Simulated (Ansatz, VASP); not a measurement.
# BeS: VASP beside Ansatz

File INCAR:

```
PREC     = Accurate       # precision mode
ENCUT    = 520            # plane-wave cutoff, eV
EDIFF    = 1E-7           # SCF threshold, eV
ISMEAR   = -1             # smearing method
SIGMA    = 0.02           # smearing width, eV
LREAL    = F              # projectors in reciprocal space
LASPH    = T              # aspherical terms in the spheres
NELM     = 80             # most SCF steps
ALGO     = Normal         # electronic algorithm
ISIF     = 2              # what is computed and relaxed
LWAVE    = F              # write WAVECAR
LCHARG   = T              # write CHGCAR
GGA      = PE             # functional
LELF     = T              # ELF
LVHAR    = T            
NBANDS   = 11             # bands
```

File KPOINTS:

```
Automatic mesh
0
Gamma
  10 10 10
```

The input POSCAR:

```
BeS
1.0
    0.0000000000      2.4343062304      2.4343062304
    2.4087460149      0.0000000000      2.4343062304
    2.4087460149      2.4343062304      0.0000000000
Be S
1 1
Direct
    0.0000000000      0.0000000000      0.0000000000
    0.2500000000      0.2500000000      0.2500000000
```

Input for Ansatz:

```yaml
crystal:
  lattice:
    - [0.0, 2.4343062304, 2.4343062304]
    - [2.4087460149, 0.0, 2.4343062304]
    - [2.4087460149, 2.4343062304, 0.0]
  atoms:
    - { symbol: Be, position: [0.0, 0.0, 0.0] }
    - { symbol: S, position: [0.25, 0.25, 0.25] }
kpoints:
  mp_grid: { grid: [10, 10, 10] }
  band_path:
    path:
      - [0.0, 0.0, 0.0]
      - [-0.5, -0.5, 0.0]
      - [-0.375, -0.375, 0.25]
      - [-0.375, 0.0, 0.375]
      - [0.0, 0.0, 0.5]
      - [-0.5, -0.25, 0.25]
      - [-0.0375, 0.0, 0.0375]
    npoints: 1
hamiltonian:
  xc: pbe
scf:
  occupations: { method: fermi_dirac, width: 0.02 }
  n_extra_bands: 4
output:
  forces: true
  stress: true
  eigenvalues: true
```

Change from the starting cell: uniaxial_x strain -1.1%.

Alike in both runs: task single point; functional PBE; k mesh 10 × 10 × 10; occupations fermi-dirac, width 0.02 eV; no spin polarisation.

```csv
,VASP,Ansatz
version,VASP 6.6.1,Ansatz 0.2.0
potentials or method,"VASP PAW PBE potentials, release 64 (Be, S)","plane waves, PAW"
plane-wave cutoff (eV),520,420
valence electrons in the cell,8,8
```

|  | VASP | Ansatz | Ansatz less VASP |
| --- | --- | --- | --- |
| gap on the k mesh at the Fermi level (eV) | 3.02 | 3.02 | -0.001 |
| pressure (GPa) | 1.5 | 1.4 | -0.01 |
| traceless stress, the component that is largest in VASP (GPa) | 0.67 | 0.67 | +0.003 |

The functional is the same, so the differences come from potentials, cutoffs and numerics.
